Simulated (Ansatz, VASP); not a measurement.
## Two plane-wave programs on LiF

```
Li F
1.0
     2.74644    0.00000    0.00000
    -1.37322    2.37849    0.00000
     0.00000    0.00000    4.76397
Li F
2 2
Direct
  0.33333 0.66667 0.38398
  0.66667 0.33333 0.88398
  0.33333 0.66667 0.99102
  0.66667 0.33333 0.49102
```

Alike in both runs: task single point; functional LDA; k mesh 9 × 9 × 6; occupations gaussian, width 0.05 eV; no spin polarisation.

|  | VASP | Ansatz |
| --- | --- | --- |
| version | VASP 6.6.1 | Ansatz 0.2.0 |
| potentials or method | VASP PAW LDA potentials, release 64 (Li_sv, F), cutoff 520 eV | scalar-relativistic, plane waves, PAW |
| valence electrons in the cell | 20 | 20 |

|  | VASP | Ansatz | Ansatz less VASP |
| --- | --- | --- | --- |
| gap on the k mesh at the Fermi level (eV) | 9.00 | 9.02 | +0.021 |
| least direct gap on the mesh (eV) | 9.00 | 9.02 | +0.021 |
| rms of the force components (eV/Å) | 0.476 | 0.468 | -0.0083 |

LDA's correlation is that of Perdew and Zunger in VASP and of Perdew and Wang (1992) in Ansatz. Atom by atom the forces differ by 0.008 eV/Å (rms over components).

Noted on VASP's run: the cutoff is short for stress, so the pressure is rough.
